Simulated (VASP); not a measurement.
# WSe2 in VASP: single point with PBE+D3(BJ)

Aim: the single point of WSe2 with PBE+D3(BJ).

Everything below comes from runs of VASP 6.6.1. Logs are shortened: lines on timing, memory, paths and dates and some standing lists are left out, and cuts for length are marked.

**1. The cell of the first run**

The cell holds a slab with vacuum, 3 atoms: a = 3.318 Å, b = 3.318 Å, c = 16.658 Å, α = 90.00°, β = 90.00°, γ = 120.00°.

**2. Single point, PBE+D3(BJ)**

Input file INCAR:

```
PREC = Accurate
ENCUT = 520
EDIFF = 1E-6
ISMEAR = 0
SIGMA = 0.1
LREAL = False
LASPH = True
NELM = 60
ALGO = Normal
ISIF = 2
LWAVE = False
LCHARG = False
GGA = PE
IVDW = 12
NBANDS = 20
```

Input file KPOINTS:

```
regular mesh
0
Gamma
  6 6 1
```

Input file POSCAR:

```
WSe2
1.0
    3.3179375931      0.0000000000      0.0000000000
   -1.6589687966      2.8734182438      0.0000000000
    0.0000000000      0.0000000000     16.6581424200
W Se
1 2
Direct
    0.0000000000      0.0000000000      0.0000000000
    0.3333333300      0.6666666700      0.0997865200
    0.3333333300      0.6666666700      0.9002134800
```

Potentials or basis: VASP PAW PBE potentials, release 64 (W_sv, Se).

Started as:

```
cat potpaw_PBE.64/W_sv/POTCAR potpaw_PBE.64/Se/POTCAR > POTCAR
mpirun -np 1 vasp_std > vasp.out
```

OUTCAR:

```text
PREC = Accurate
   ENCUT = 520
   EDIFF = 1E-6
   ISMEAR = 0
   LREAL = False
   LASPH = True
   NELM = 60
   ISIF = 2
   GGA = PE
   IVDW = 12
 IVDW          = 12

 ion  position               nearest neighbor table
   1  0.000  0.000  0.000-   2 2.54   3 2.54   2 2.54   3 2.54   2 2.54   3 2.54
   2  0.333  0.667  0.100-   1 2.54   1 2.54   1 2.54
   3  0.333  0.667  0.900-   1 2.54   1 2.54   1 2.54

  LATTYP: Found a hexagonal cell.
 ALAT       =     3.3179375931
 C/A-ratio  =     5.0206316281

  Lattice vectors:

 A1 = (   3.3179375931,   0.0000000000,   0.0000000000)
 A2 = (  -1.6589687966,   2.8734182438,   0.0000000000)
 A3 = (   0.0000000000,   0.0000000000,  16.6581424200)

Analysis of symmetry for initial positions (statically):
=====================================================================
 Subroutine PRICEL returns:
 Original cell was already a primitive cell.

 Routine SETGRP: Setting up the symmetry group for a
 hexagonal supercell.

 Subroutine GETGRP returns: Found 12 space group operations
 (whereof 12 operations were pure point group operations)
 out of a pool of 24 trial point group operations.

The static configuration has the point symmetry D_3h.

Analysis of symmetry for dynamics (positions and initial velocities):
=====================================================================
 Subroutine PRICEL returns:
 Original cell was already a primitive cell.

 Routine SETGRP: Setting up the symmetry group for a
 hexagonal supercell.

 Subroutine GETGRP returns: Found 12 space group operations
 (whereof 12 operations were pure point group operations)
 out of a pool of 24 trial point group operations.

The dynamic configuration has the point symmetry D_3h.

 Subroutine INISYM returns: Found 12 space group operations
 (whereof 12 operations are pure point group operations),
 and found     1 'primitive' translations

----------------------------------------------------------------------------------------

                                     Primitive cell

  volume of cell :     158.8158

  direct lattice vectors                    reciprocal lattice vectors
     3.317937593  0.000000000  0.000000000     0.301392046  0.174008779  0.000000000
    -1.658968797  2.873418244  0.000000000     0.000000000  0.348017558  0.000000000
     0.000000000  0.000000000 16.658142420     0.000000000  0.000000000  0.060030703

  length of vectors
     3.317937593  3.317937593 16.658142420     0.348017558  0.348017558  0.060030703

  position of ions in fractional coordinates (direct lattice)
     0.000000000  0.000000000  0.000000000
     0.333333330  0.666666670  0.099786520
     0.333333330  0.666666670  0.900213480

  ion indices of the primitive-cell ions
   primitive index   ion index
                 1           1
                 2           2
                 3           3

----------------------------------------------------------------------------------------

 KPOINTS: regular mesh

Automatic generation of k-mesh.
 Grid dimensions read from file:
 generate k-points for:    6    6    1

 Generating k-lattice:

  Cartesian coordinates                     Fractional coordinates (reciprocal lattice)
     0.050232008  0.029001463  0.000000000     0.166666667  0.000000000  0.000000000
     0.000000000  0.058002926  0.000000000     0.000000000  0.166666667  0.000000000
     0.000000000  0.000000000  0.060030703     0.000000000  0.000000000  1.000000000

  Length of vectors
     0.058002926  0.058002926  0.060030703

  Shift w.r.t. Gamma in fractional coordinates (k-lattice)
     0.000000000  0.000000000  0.000000000

 Subroutine IBZKPT returns following result:
 ===========================================

 Found      7 irreducible k-points:

 Following reciprocal coordinates:
            Coordinates               Weight
  0.000000  0.000000  0.000000      1.000000
  0.166667  0.000000  0.000000      6.000000
  0.333333  0.000000  0.000000      6.000000
  0.500000  0.000000  0.000000      3.000000
  0.166667  0.166667  0.000000      6.000000
  0.333333  0.166667  0.000000     12.000000
  0.333333  0.333333  0.000000      2.000000
   k-points           NKPTS =      7   k-points in BZ     NKDIM =      7   number of bands    NBANDS=     20
   number of dos      NEDOS =    301   number of ions     NIONS =      3
   total plane-waves  NPLWV =  98784
   dimension x,y,z NGX =    28 NGY =   28 NGZ =  126
   dimension x,y,z NGXF=    56 NGYF=   56 NGZF=  252
   ions per type =               1   2
   NGX,Y,Z   is equivalent  to a cutoff of  14.03, 14.03, 12.57 a.u.
   NGXF,Y,Z  is equivalent  to a cutoff of  28.06, 28.06, 25.15 a.u.
 SYSTEM =  unknown system
   PREC   = accura    normal or accurate (medium, high low for compatibility)
   ISTART =      0    job   : 0-new  1-cont  2-samecut
   ICHARG =      2    charge: 1-file 2-atom 10-const
   ISPIN  =      1    spin polarized calculation?
   LNONCOLLINEAR =      F non collinear calculations
   LSORBIT =      F    spin-orbit coupling
   LASPH  =      T    aspherical Exc in radial PAW
   ENCUT  =  520.0 eV  38.22 Ry    6.18 a.u.   6.17  6.17 30.97*2*pi/ulx,y,z
   NELM   =     60;   NELMIN=  2; NELMDL= -5     # of ELM steps
   EDIFF  = 0.1E-05   stopping-criterion for ELM
   LREAL  =      F    real-space projection
   EDIFFG = 0.1E-04   stopping-criterion for IOM
   NSW    =      0    number of steps for IOM
   IBRION =     -1    ionic relax: 0-MD 1-quasi-New 2-CG
   NFREE  =      0    steps in history (QN), initial steepest desc. (CG)
   ISIF   =      2    stress and relaxation
   ISYM   =      2    0-nonsym 1-usesym 2-fastsym
   POTIM  = 0.5000    time-step for ionic-motion
   TEBEG  =    0.0;   TEEND  =   0.0 temperature during run
   PSTRESS=    0.0 pullay stress
   NELECT =      26.0000    total number of electrons
   NUPDOWN=      -1.0000    fix difference up-down
   EMIN   =  10.00;   EMAX   =-10.00  energy-range for DOS
   EFERMI =   0.00;   METHOD = LEGACY
   ISMEAR =     0;   SIGMA  =   0.10  broadening in eV -4-tet -1-fermi 0-gaus
   EFERMI_NEDOS =   21; number of points for ismear=-14 and -15
   IALGO  =     38    algorithm
   IMIX   =      4    mixing-type and parameters
     AMIX     =   0.40;   BMIX     =  1.00
     AMIX_MAG =   1.60;   BMIX_MAG =  1.00
  volume/ion in A,a.u.               =      52.94       357.25
  Fermi-wavevector in a.u.,A,eV,Ry     =   0.895574  1.692389 10.912587  0.802053
  Thomas-Fermi vector in A             =   2.017923
   LORBIT       =      0    0 simple, 1 ext, 2 COOP (PROOUT), +10 PAW based schemes
   GGA     = PE    functional components
   LHFCALC =     F    Hartree Fock is set to
   AEXX    =    0.0000 exact exchange contribution
   IVDW    =    12    specifies the selected vdW correction
   LEPSILON=     F    determine dielectric tensor
   LRPA    =     F    only Hartree local field effects (RPA)
 non-spin polarized calculation
 Gauss-broadening in eV      SIGMA  =   0.10
  energy-cutoff  :      520.00
  volume of cell :      158.82
 maximum number of plane-waves:      4296
 NGX is ok and might be reduce to    28
   NGX = 13   NGY = 13   NGZ = 61

 number of electron      25.9999999 magnetization

 Free energy of the ion-electron system (eV)
  ---------------------------------------------------
  ext. energy  EPLUGINS =         0.00000000
  ---------------------------------------------------
  free energy    TOTEN  =       -21.61404937 eV

  energy without entropy =      -21.61404937  energy(sigma->0) =      -21.61404937

 E-fermi :  -0.4365     XC(G=0):  -4.7736

 val. band max:       -0.8789506377   @ k =   0.3333   0.3333   0.0000
 cond. band min:       0.6413577080   @ k =   0.3333   0.3333   0.0000
 fundamental gap:      1.5203083456
 Fermi energy:        -0.4364888166

 k-point     1 :       0.0000    0.0000    0.0000
  band No.  band energies     occupation
      1     -74.9290      2.00000
      2     -39.1584      2.00000
      3     -39.0555      2.00000
      4     -39.0555      2.00000
      5     -15.6214      2.00000
      6     -14.3312      2.00000
      7      -7.0234      2.00000
      8      -3.2880      2.00000
      9      -3.2880      2.00000
     10      -2.9776      2.00000
     11      -2.1601      2.00000
     12      -2.1601      2.00000
     13      -1.1460      2.00000
     14       2.0481      0.00000
     15       2.0481      0.00000
     16       2.2509      0.00000
     17       2.2509      0.00000
     18       3.3437      0.00000
     19       4.0379      0.00000
     20       4.2867      0.00000

 k-point     2 :       0.1667    0.0000    0.0000
  band No.  band energies     occupation
      1     -74.9267      2.00000
      2     -39.1481      2.00000
      3     -39.1091      2.00000
      4     -39.0681      2.00000
      5     -15.2291      2.00000
      6     -14.1404      2.00000
      7      -6.5321      2.00000
      8      -4.3380      2.00000
      9      -3.7976      2.00000
     10      -2.9159      2.00000
     11      -2.7374      2.00000
     12      -2.1768      2.00000
     13      -1.3795      2.00000
     14       1.2709      0.00000
     15       1.6390      0.00000
     16       1.8114      0.00000
     17       2.6428      0.00000
     18       4.1320      0.00000
     19       4.5607      0.00000
     20       5.3374      0.00000

 k-point     3 :       0.3333    0.0000    0.0000
  band No.  band energies     occupation
      1     -74.9222      2.00000
      2     -39.2149      2.00000
      3     -39.1276      2.00000
      4     -39.0932      2.00000
      5     -14.2939      2.00000
      6     -13.6969      2.00000
      7      -6.3302      2.00000
      8      -5.2935      2.00000
      9      -5.1864      2.00000
     10      -3.5679      2.00000
     11      -2.7643      2.00000
     12      -2.1738      2.00000
     13      -2.0758      2.00000
     14       1.3067      0.00000
     15       1.3902      0.00000
     16       2.3546      0.00000
     17       3.3525      0.00000
     18       5.0454      0.00000
     19       5.6106      0.00000
     20       5.7901      0.00000

 k-point     4 :       0.5000    0.0000    0.0000
  band No.  band energies     occupation
      1     -74.9199      2.00000
      2     -39.2670      2.00000
      3     -39.1172      2.00000
      4     -39.1057      2.00000
      5     -13.6957      2.00000
      6     -13.4314      2.00000
      7      -7.1828      2.00000
      8      -5.9211      2.00000
      9      -5.0483      2.00000
     10      -3.8984      2.00000
     11      -2.9553      2.00000
     12      -1.8565      2.00000
     13      -1.8510      2.00000
     14       1.4722      0.00000
     15       1.8613      0.00000
     16       2.8531      0.00000
     17       3.4959      0.00000
     18       3.5545      0.00000
     19       6.2195      0.00000
     20       6.2367      0.00000

 k-point     5 :       0.1667    0.1667    0.0000
  band No.  band energies     occupation
      1     -74.9233      2.00000
      2     -39.1787      2.00000
      3     -39.1327      2.00000
      4     -39.0970      2.00000
      5     -14.5565      2.00000
      6     -13.8162      2.00000
      7      -5.8391      2.00000
      8      -5.4006      2.00000
      9      -4.5593      2.00000
     10      -4.0321      2.00000
     11      -2.9188      2.00000
     12      -2.1626      2.00000
     13      -1.6758      2.00000
     14       0.8631      0.00000
     15       1.5671      0.00000
     16       1.6986      0.00000
     17       3.3528      0.00000
     18       5.0844      0.00000
     19       5.5017      0.00000
     20       6.3641      0.00000

 k-point     6 :       0.3333    0.1667    0.0000
  band No.  band energies     occupation
      1     -74.9199      2.00000
      2     -39.2405      2.00000
      3     -39.1328      2.00000
      4     -39.1173      2.00000
      5     -13.7227      2.00000
      6     -13.4259      2.00000
      7      -6.6276      2.00000
      8      -5.8252      2.00000
      9      -4.9619      2.00000
     10      -4.1712      2.00000
     11      -3.5596      2.00000
     12      -2.8120      2.00000
     13      -1.4067      2.00000
     14       1.2871      0.00000
     15       1.8363      0.00000
     16       2.3689      0.00000
     17       3.5122      0.00000
     18       4.7097      0.00000
     19       6.5966      0.00000
     20       6.8948      0.00000

 k-point     7 :       0.3333    0.3333    0.0000
  band No.  band energies     occupation
      1     -74.9188      2.00000
      2     -39.2146      2.00000
      3     -39.1917      2.00000
      4     -39.1121      2.00000
      5     -13.4140      2.00000
      6     -13.2691      2.00000
      7      -6.2262      2.00000
      8      -6.1124      2.00000
      9      -5.2192      2.00000
     10      -4.6205      2.00000
     11      -4.1279      2.00000
     12      -3.1651      2.00000
     13      -0.8790      2.00000
     14       0.6414      0.00000
     15       2.0244      0.00000
     16       2.6321      0.00000
     17       4.0376      0.00000
     18       4.9679      0.00000
     19       5.5198      0.00000
     20       7.7868      0.00000

------------------------ aborting loop because EDIFF is reached ----------------------------------------

 Edisp (eV)   -0.99979

 E8    (eV) :    -0.4736

  FORCE on cell =-STRESS in cart. coord.  units (eV):
  Direction    XX          YY          ZZ          XY          YZ          ZX
  --------------------------------------------------------------------------------------
  -------------------------------------------------------------------------------------
  Total      -0.51520    -0.51520     0.74807     0.00000    -0.00000     0.00000
  in kB      -5.19745    -5.19745     7.54676     0.00000    -0.00000     0.00000
  external pressure =       -0.95 kB  Pullay stress =        0.00 kB

 VOLUME and BASIS-vectors are now :
 -----------------------------------------------------------------------------
  energy-cutoff  :      520.00
  volume of cell :      158.82
      direct lattice vectors                 reciprocal lattice vectors
     3.317937593  0.000000000  0.000000000     0.301392046  0.174008779  0.000000000
    -1.658968797  2.873418244  0.000000000     0.000000000  0.348017558  0.000000000
     0.000000000  0.000000000 16.658142420     0.000000000  0.000000000  0.060030703

 POSITION                                       TOTAL-FORCE (eV/Angst)
 -----------------------------------------------------------------------------------
      0.00000      0.00000      0.00000         0.000000     -0.000000      0.000000
     -0.00000      1.91561      1.66226        -0.000000      0.000000      0.233729
     -0.00000      1.91561     14.99588        -0.000000     -0.000000     -0.233729
 -----------------------------------------------------------------------------------
    total drift:                                0.000011     -0.000006     -0.000000

  FREE ENERGIE OF THE ION-ELECTRON SYSTEM (eV)
  ---------------------------------------------------
  free  energy   TOTEN  =       -22.6138404935 eV

  energy  without entropy=      -22.6138404935  energy(sigma->0) =      -22.61384049
```

Run time: 36 s. Hardware: 1 thread of Intel Xeon Platinum 8488C (Sapphire Rapids), shared host; peak memory 0.3 GiB.

What came out:

```
Free energy                : -22.6138 eV
Largest force              : 0.234 eV/Å
Band gap on the k mesh     : 1.52 eV, direct
Dispersion energy per atom : -0.333 eV
```

Forces in eV/Å, atoms in the order of the input:
```
W    0.000  0.000  0.000
Se   0.000  0.000  0.234
Se   0.000  0.000 -0.234
```

Caveat: spin-orbit coupling is left out, which moves the levels of the heavy elements.
